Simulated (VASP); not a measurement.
# TiGa4Se (P4/mmm) in VASP: further runs

Runs on TiGa4Se. Level: PBE. Tasks: single point.

All numbers are computed with VASP 6.6.1; they aren't measurements. Logs are shortened: lines on timing, memory, paths and dates and some standing lists are left out, and cuts for length are marked.

## Step 1: The cell of the first run

The structure is tetragonal, space group P4/mmm (No. 123). The conventional cell has a = 3.989 Å, b = 3.989 Å, c = 7.672 Å, α = 90.00°, β = 90.00°, γ = 90.00°. Ti (site symmetry 4/mmm) has 8 Ga at 2.64 Å within 3.5 Å. Ga (site symmetry 2mm) has 2 Ti at 2.64 Å and 5 Ga at 2.82 to 3.47 Å and 2 Se at 2.90 Å within 3.5 Å. Within 3.8 Å of Se (site symmetry 4/mmm) lie 8 Ga at 2.90 Å.

The cell was generated, and may not be a known phase.

## Step 2: Single point, PBE

File INCAR:

```
  PREC = Accurate
  ENCUT = 500
  EDIFF = 1E-6
  ISMEAR = 0
  SIGMA = 0.1
  LREAL = False
  LASPH = True
  NELM = 120
  ALGO = Normal
  ISIF = 2
  LWAVE = False
  LCHARG = False
  GGA = PE
  NBANDS = 44
  GGA_COMPAT = False
```

File KPOINTS:

```
Automatic mesh
0
Gamma
  10 10 6
```

File POSCAR:

```
TiGa4Se
1.0
    3.9885759193      0.0000000000      0.0000000000
    0.0000000000      3.9885759193      0.0000000000
    0.0000000000      0.0000000000      7.6722919837
Ti Ga Se
1 4 1
Direct
    0.0000000000      0.0000000000      0.0000000000
    0.5000000000      0.0000000000      0.7736743540
    0.0000000000      0.5000000000      0.2263256460
    0.5000000000      0.0000000000      0.2263256460
    0.0000000000      0.5000000000      0.7736743540
    0.5000000000      0.5000000000      0.5000000000
```

Potentials or basis: VASP PAW PBE potentials, release 64 (Ti_sv, Ga_d, Se).

Launch:

```
$ cat potpaw_PBE.64/Ti_sv/POTCAR potpaw_PBE.64/Ga_d/POTCAR potpaw_PBE.64/Se/POTCAR > POTCAR
$ mpirun -np 1 vasp_std > vasp.out
```

OUTCAR:

```text
PREC = Accurate
   ENCUT = 500
   EDIFF = 1E-6
   ISMEAR = 0
   LREAL = False
   LASPH = True
   NELM = 120
   ISIF = 2
   GGA = PE

 ion  position               nearest neighbor table
   1  0.000  0.000  0.000-   2 2.64   3 2.64   4 2.64   5 2.64   3 2.64   5 2.64   2 2.64   4 2.64

   2  0.500  0.000  0.774-   1 2.64   1 2.64   5 2.82   5 2.82   5 2.82   5 2.82
   3  0.000  0.500  0.226-   1 2.64   1 2.64   4 2.82   4 2.82   4 2.82   4 2.82
   4  0.500  0.000  0.226-   1 2.64   1 2.64   3 2.82   3 2.82   3 2.82   3 2.82
   5  0.000  0.500  0.774-   1 2.64   1 2.64   2 2.82   2 2.82   2 2.82   2 2.82
   6  0.500  0.500  0.500-

  LATTYP: Found a simple tetragonal cell.
 ALAT       =     3.9885759193
 C/A-ratio  =     1.9235667413

  Lattice vectors:

 A1 = (   3.9885759193,   0.0000000000,   0.0000000000)
 A2 = (   0.0000000000,   3.9885759193,   0.0000000000)
 A3 = (   0.0000000000,   0.0000000000,   7.6722919837)

Analysis of symmetry for initial positions (statically):
=====================================================================
 Subroutine PRICEL returns:
 Original cell was already a primitive cell.

 Routine SETGRP: Setting up the symmetry group for a
 simple tetragonal supercell.

 Subroutine GETGRP returns: Found 16 space group operations
 (whereof 16 operations were pure point group operations)
 out of a pool of 16 trial point group operations.

The static configuration has the point symmetry D_4h.

Analysis of symmetry for dynamics (positions and initial velocities):
=====================================================================
 Subroutine PRICEL returns:
 Original cell was already a primitive cell.

 Routine SETGRP: Setting up the symmetry group for a
 simple tetragonal supercell.

 Subroutine GETGRP returns: Found 16 space group operations
 (whereof 16 operations were pure point group operations)
 out of a pool of 16 trial point group operations.

The dynamic configuration has the point symmetry D_4h.

 Subroutine INISYM returns: Found 16 space group operations
 (whereof 16 operations are pure point group operations),
 and found     1 'primitive' translations

----------------------------------------------------------------------------------------

                                     Primitive cell

  volume of cell :     122.0565

  direct lattice vectors                    reciprocal lattice vectors
     3.988575919  0.000000000  0.000000000     0.250716050  0.000000000  0.000000000
     0.000000000  3.988575919  0.000000000     0.000000000  0.250716050  0.000000000
     0.000000000  0.000000000  7.672291984     0.000000000  0.000000000  0.130339148

  length of vectors
     3.988575919  3.988575919  7.672291984     0.250716050  0.250716050  0.130339148

  position of ions in fractional coordinates (direct lattice)
     0.000000000  0.000000000  0.000000000
     0.500000000  0.000000000  0.773674354
     0.000000000  0.500000000  0.226325646
     0.500000000  0.000000000  0.226325646
     0.000000000  0.500000000  0.773674354
     0.500000000  0.500000000  0.500000000

  ion indices of the primitive-cell ions
   primitive index   ion index
                 1           1
                 2           2
                 3           3
                 4           4
                 5           5
                 6           6

----------------------------------------------------------------------------------------

 KPOINTS: Automatic mesh

Automatic generation of k-mesh.
 Grid dimensions read from file:
 generate k-points for:   10   10    6

 Generating k-lattice:

  Cartesian coordinates                     Fractional coordinates (reciprocal lattice)
     0.025071605  0.000000000  0.000000000     0.100000000  0.000000000  0.000000000
     0.000000000  0.025071605  0.000000000     0.000000000  0.100000000  0.000000000
     0.000000000  0.000000000  0.021723191     0.000000000  0.000000000  0.166666667

  Length of vectors
     0.025071605  0.025071605  0.021723191

  Shift w.r.t. Gamma in fractional coordinates (k-lattice)
     0.000000000  0.000000000  0.000000000

 Subroutine IBZKPT returns following result:
 ===========================================

 Found     84 irreducible k-points:

 Following reciprocal coordinates:
            Coordinates               Weight
  0.000000  0.000000  0.000000      1.000000
  0.100000  0.000000  0.000000      4.000000
  0.200000  0.000000  0.000000      4.000000
  0.300000  0.000000  0.000000      4.000000
  0.400000  0.000000  0.000000      4.000000
  0.500000  0.000000  0.000000      2.000000
[... 16 lines left out ...]
  0.100000  0.000000  0.166667      8.000000
  0.200000  0.000000  0.166667      8.000000
 [... further k-points ...]
   k-points           NKPTS =     84   k-points in BZ     NKDIM =     84   number of bands    NBANDS=     44
   number of dos      NEDOS =    301   number of ions     NIONS =      6
   total plane-waves  NPLWV =  50400
   dimension x,y,z NGX =    30 NGY =   30 NGZ =   56
   dimension x,y,z NGXF=    60 NGYF=   60 NGZF=  112
   ions per type =               1   4   1
   NGX,Y,Z   is equivalent  to a cutoff of  12.50, 12.50, 12.13 a.u.
   NGXF,Y,Z  is equivalent  to a cutoff of  25.01, 25.01, 24.27 a.u.
 SYSTEM =  unknown system
   PREC   = accura    normal or accurate (medium, high low for compatibility)
   ISTART =      0    job   : 0-new  1-cont  2-samecut
   ICHARG =      2    charge: 1-file 2-atom 10-const
   ISPIN  =      1    spin polarized calculation?
   LNONCOLLINEAR =      F non collinear calculations
   LSORBIT =      F    spin-orbit coupling
   LASPH  =      T    aspherical Exc in radial PAW
   ENCUT  =  500.0 eV  36.75 Ry    6.06 a.u.   7.27  7.27 13.99*2*pi/ulx,y,z
   NELM   =    120;   NELMIN=  2; NELMDL= -5     # of ELM steps
   EDIFF  = 0.1E-05   stopping-criterion for ELM
   LREAL  =      F    real-space projection
   EDIFFG = 0.1E-04   stopping-criterion for IOM
   NSW    =      0    number of steps for IOM
   IBRION =     -1    ionic relax: 0-MD 1-quasi-New 2-CG
   NFREE  =      0    steps in history (QN), initial steepest desc. (CG)
   ISIF   =      2    stress and relaxation
   ISYM   =      2    0-nonsym 1-usesym 2-fastsym
   POTIM  = 0.5000    time-step for ionic-motion
   TEBEG  =    0.0;   TEEND  =   0.0 temperature during run
   PSTRESS=    0.0 pullay stress
   NELECT =      70.0000    total number of electrons
   NUPDOWN=      -1.0000    fix difference up-down
   EMIN   =  10.00;   EMAX   =-10.00  energy-range for DOS
   EFERMI =   0.00;   METHOD = LEGACY
   ISMEAR =     0;   SIGMA  =   0.10  broadening in eV -4-tet -1-fermi 0-gaus
   EFERMI_NEDOS =   21; number of points for ismear=-14 and -15
   IALGO  =     38    algorithm
   IMIX   =      4    mixing-type and parameters
     AMIX     =   0.40;   BMIX     =  1.00
     AMIX_MAG =   1.60;   BMIX_MAG =  1.00
  volume/ion in A,a.u.               =      20.34       137.28
  Fermi-wavevector in a.u.,A,eV,Ry     =   1.360151  2.570313 25.170936  1.850012
  Thomas-Fermi vector in A             =   2.486838
   LORBIT       =      0    0 simple, 1 ext, 2 COOP (PROOUT), +10 PAW based schemes
   GGA     = PE    functional components
   LHFCALC =     F    Hartree Fock is set to
   AEXX    =    0.0000 exact exchange contribution
   IVDW    =     0    specifies the selected vdW correction
   LEPSILON=     F    determine dielectric tensor
   LRPA    =     F    only Hartree local field effects (RPA)
 non-spin polarized calculation
 Gauss-broadening in eV      SIGMA  =   0.10
  energy-cutoff  :      500.00
  volume of cell :      122.06
 maximum number of plane-waves:      3120
 NGX is ok and might be reduce to    30
   NGX = 15   NGY = 15   NGZ = 27

 number of electron      69.9999992 magnetization

 Free energy of the ion-electron system (eV)
  ---------------------------------------------------
  ext. energy  EPLUGINS =         0.00000000
  ---------------------------------------------------
  free energy    TOTEN  =       -23.73461772 eV

  energy without entropy =      -23.71919625  energy(sigma->0) =      -23.72690698

 E-fermi :   5.3337     XC(G=0): -10.4214

 val. band max:        5.3293401843   @ k =   0.4000   0.0000   0.5000
 cond. band min:       5.3520673859   @ k =   0.5000   0.0000   0.5000
 fundamental gap:      0.0227272016
 Fermi energy:         5.3337150433

 k-point     1 :       0.0000    0.0000    0.0000
  band No.  band energies     occupation
      1     -51.5260      2.00000
      2     -27.8735      2.00000
      3     -27.8735      2.00000
      4     -27.7504      2.00000
      5      -9.8696      2.00000
      6      -9.8646      2.00000
[... 36 lines left out ...]
     43       8.7249      0.00000
     44       8.9507      0.00000

 k-point     2 :       0.1000    0.0000    0.0000
  band No.  band energies     occupation
      1     -51.5259      2.00000
      2     -27.8750      2.00000
      3     -27.8734      2.00000
      4     -27.7502      2.00000
      5      -9.8589      2.00000
      6      -9.8540      2.00000
[... 36 lines left out ...]
     43       9.2245      0.00000
     44       9.2311      0.00000

 k-point     3 :       0.2000    0.0000    0.0000
  band No.  band energies     occupation
      1     -51.5257      2.00000
      2     -27.8790      2.00000
      3     -27.8731      2.00000
      4     -27.7497      2.00000
      5      -9.8272      2.00000
      6      -9.8230      2.00000
[... 36 lines left out ...]
     43       9.8651      0.00000
     44       9.9247      0.00000

 k-point     4 :       0.3000    0.0000    0.0000
  band No.  band energies     occupation
      1     -51.5255      2.00000
      2     -27.8839      2.00000
      3     -27.8728      2.00000
      4     -27.7490      2.00000
      5      -9.7838      2.00000
      6      -9.7767      2.00000
[... 882 lines left out ...]
     43       8.4975      0.00000
     44       9.4804      0.00000

 k-point    23 :       0.1000    0.0000    0.1667
  band No.  band energies     occupation
      1     -51.5259      2.00000
      2     -27.8750      2.00000
      3     -27.8734      2.00000
      4     -27.7502      2.00000
      5      -9.8588      2.00000
      6      -9.8541      2.00000
[... 36 lines left out ...]
     43       9.0851      0.00000
     44       9.7083      0.00000

 k-point    24 :       0.2000    0.0000    0.1667
  band No.  band energies     occupation
      1     -51.5257      2.00000
      2     -27.8790      2.00000
      3     -27.8731      2.00000
      4     -27.7497      2.00000
      5      -9.8271      2.00000
      6      -9.8232      2.00000
[... 36 lines left out ...]
     43       9.6190      0.00000
     44       9.9980      0.00000

 [... further k-points ...]

------------------------ aborting loop because EDIFF is reached ----------------------------------------

  FORCE on cell =-STRESS in cart. coord.  units (eV):
  Direction    XX          YY          ZZ          XY          YZ          ZX
  --------------------------------------------------------------------------------------
  -------------------------------------------------------------------------------------
  Total        0.0856120      0.0856120      0.0979388      0.0000000      0.0000000      0.0000000
  in kB        1.1237874      1.1237874      1.2855966      0.0000000      0.0000000      0.0000000
  external PRESSURE =       1.1777238 kB  Pullay stress =       0.0000000 kB

 VOLUME and BASIS-vectors are now :
 -----------------------------------------------------------------------------
  energy-cutoff  :      500.00
  volume of cell :      122.06
      direct lattice vectors                 reciprocal lattice vectors
     3.988575919  0.000000000  0.000000000     0.250716050  0.000000000  0.000000000
     0.000000000  3.988575919  0.000000000     0.000000000  0.250716050  0.000000000
     0.000000000  0.000000000  7.672291984     0.000000000  0.000000000  0.130339148

 POSITION                                       TOTAL-FORCE (eV/Angst)
 -----------------------------------------------------------------------------------
      0.00000      0.00000      0.00000        -0.000000     -0.000000      0.000000
      1.99429      0.00000      5.93586         0.000000     -0.000000      0.000550
      0.00000      1.99429      1.73644         0.000000      0.000000     -0.000550
      1.99429      0.00000      1.73644        -0.000000     -0.000000     -0.000550
      0.00000      1.99429      5.93586        -0.000000      0.000000      0.000550
      1.99429      1.99429      3.83615        -0.000000     -0.000000      0.000000
 -----------------------------------------------------------------------------------
    total drift:                                0.000000     -0.000000     -0.000000

  FREE ENERGIE OF THE ION-ELECTRON SYSTEM (eV)
  ---------------------------------------------------
  free  energy   TOTEN  =       -23.7346177150 eV

  energy  without entropy=      -23.7191962534  energy(sigma->0) =      -23.72690698
```

It took 7.4 min on 1 thread of Oxide Virtual Turin-like, shared host; peak memory 0.44 GiB.

Results:

* Free energy: -23.7346 eV
* Pressure: 0.1 GPa
* Band gap on the k mesh: zero (bands 35 and 36 overlap by 1.48 eV)

## Step 3: Single point, PBE, collinear spin

This run uses another cell than the first one, of 18.55 Å³/atom.

File INCAR:

```
SYSTEM = TiGa4Se
PREC = Accurate
ENCUT = 500
EDIFF = 1E-6
ISMEAR = 0
SIGMA = 0.1
LREAL = .False.
LASPH = .True.
NELM = 200
ALGO = Normal
ISIF = 2
LWAVE = .False.
LCHARG = .False.
ISPIN = 2
MAGMOM = 1 0 0 0 0 0
LORBIT = 11
LMAXMIX = 4
GGA = PE
NBANDS = 48
GGA_COMPAT = .False.
```

File KPOINTS:

```
Automatic mesh
0
Gamma
  4 4 4
  0 0 0
```

File POSCAR:

```
TiGa4Se
1.0
    4.0600018500      0.0000000000      0.0000000000
    0.0000000000      4.0600018500      0.0000000000
    0.0000000000      0.0000000000      6.7531440300
Ti Ga Se
1 4 1
Direct
    0.0000000000      0.0000000000      0.0000000000
    0.5000000000      0.0000000000      0.6975501200
    0.0000000000      0.5000000000      0.3024498800
    0.5000000000      0.0000000000      0.3024498800
    0.0000000000      0.5000000000      0.6975501200
    0.5000000000      0.5000000000      0.5000000000
```

Potentials or basis: VASP PAW PBE potentials, release 64 (Ti_sv, Ga_d, Se).

Launch:

```
$ cat potpaw_PBE.64/Ti_sv/POTCAR potpaw_PBE.64/Ga_d/POTCAR potpaw_PBE.64/Se/POTCAR > POTCAR
$ mpirun -np 1 vasp_std > vasp.out
```

Wall time 3.6 min (1 thread of Oxide Virtual Turin-like, shared host); peak memory 0.28 GiB.

The run converged. Its results:

* Free energy: -20.0392 eV
* Pressure: 14.8 GPa
* Largest force: 3.786 eV/Å
* Band gap on the k mesh: zero (filled and empty bands overlap)
* Net moment: 0.00 μB per cell
* Valence electrons inside the program's atomic spheres: Ti 10.07; Ga 11.73; Se 4.10

Forces on the atoms (eV/Å):
```
Ti   0.000  0.000  0.000
Ga   0.000  0.000  3.786
Ga   0.000  0.000 -3.786
Ga   0.000  0.000 -3.786
Ga   0.000  0.000  3.786
Se   0.000  0.000  0.000
```

Stress tensor (GPa, compression positive):
```
15.36  0.00  0.00
 0.00 15.36  0.00
 0.00  0.00 13.79
```

Levels at points of the mesh, in eV from the Fermi level:
Spin up:
| k point | band 32 | band 33 | band 34 | band 35 | band 36 | band 37 | band 38 | band 39 |
| --- | --- | --- | --- | --- | --- | --- | --- | --- |
| (0.00, 0.00, 0.00) | -1.71 | -1.20 | -1.20 | -0.99 | -0.12 | 0.58 | 1.03 | 1.94 |
| (0.50, 0.00, 0.00) | -2.12 | -1.65 | -0.51 | -0.07 | 0.35 | 0.59 | 1.35 | 1.61 |
| (0.50, 0.50, 0.00) | -2.35 | -2.35 | -2.29 | -1.37 | 1.10 | 1.10 | 1.15 | 1.31 |
| (0.00, 0.00, 0.50) | -2.05 | -1.57 | -0.59 | -0.59 | -0.24 | -0.03 | -0.03 | 1.03 |
| (0.50, 0.00, 0.50) | -1.99 | -1.61 | -0.65 | -0.57 | 0.15 | 1.29 | 1.81 | 1.98 |
| (0.50, 0.50, 0.50) | -3.26 | -2.10 | -2.10 | -0.24 | 0.70 | 1.15 | 1.68 | 2.22 |
Spin down:
```csv
k point,band 32,band 33,band 34,band 35,band 36,band 37,band 38,band 39
"(0.00, 0.00, 0.00)",-1.71,-1.20,-1.20,-0.99,-0.12,0.58,1.03,1.94
"(0.50, 0.00, 0.00)",-2.12,-1.65,-0.51,-0.07,0.35,0.59,1.35,1.61
"(0.50, 0.50, 0.00)",-2.35,-2.35,-2.29,-1.37,1.10,1.10,1.15,1.31
"(0.00, 0.00, 0.50)",-2.05,-1.57,-0.59,-0.59,-0.24,-0.03,-0.03,1.03
"(0.50, 0.00, 0.50)",-1.99,-1.61,-0.65,-0.57,0.15,1.29,1.81,1.98
"(0.50, 0.50, 0.50)",-3.26,-2.10,-2.10,-0.23,0.70,1.15,1.68,2.22
```

Caveat: the k points lie up to 0.39 Å⁻¹ apart; forces of over 1 eV/Å act on the atoms, so gaps and moduli don't describe the material at rest.

The gap in the log of VASP goes by the Fermi energy; the results here count the filled bands.